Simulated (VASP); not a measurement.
A run of VASP 6.6.1:

The input INCAR:

```
  PREC = Accurate
  ENCUT = 520
  EDIFF = 1E-6
  ISMEAR = 0
  SIGMA = 0.15
  LREAL = F
  LASPH = T
  NELM = 150
  ALGO = Fast
  ISIF = 2
  LWAVE = F
  LCHARG = T
  ISPIN = 2
  MAGMOM = 2.44
  LORBIT = 11
  LMAXMIX = 4
  GGA = PE
  LELF = T
  LVHAR = T
  NBANDS = 14
```

The input KPOINTS:

```
Automatic mesh
0
Gamma
  10 10 10
```

POSCAR

```
Fe
1.0
   -1.5195513979      1.4157750842      1.3827875247
    1.5195513979     -1.4157750842      1.3827875247
    1.5195513979      1.4157750842     -1.3827875247
Fe
1
Direct
    0.0000000000      0.0000000000      0.0000000000
```

Potentials or basis: VASP PAW PBE potentials, release 64 (Fe).

Run with:

```bash
$ cat potpaw_PBE.64/Fe/POTCAR > POTCAR
$ mpirun -np 1 vasp_std > vasp.out
```

Hardware: 1 thread of AMD EPYC 7R43 64-Core Processor (Zen 3) (shared host).

Q: How long does it take, and how much memory?

A: Wall time 92 s on 1 thread of AMD EPYC 7R43 64-Core Processor (Zen 3), with other jobs on the host, peak memory 0.13 GiB. Counts: scf iterations 13, k points 171.
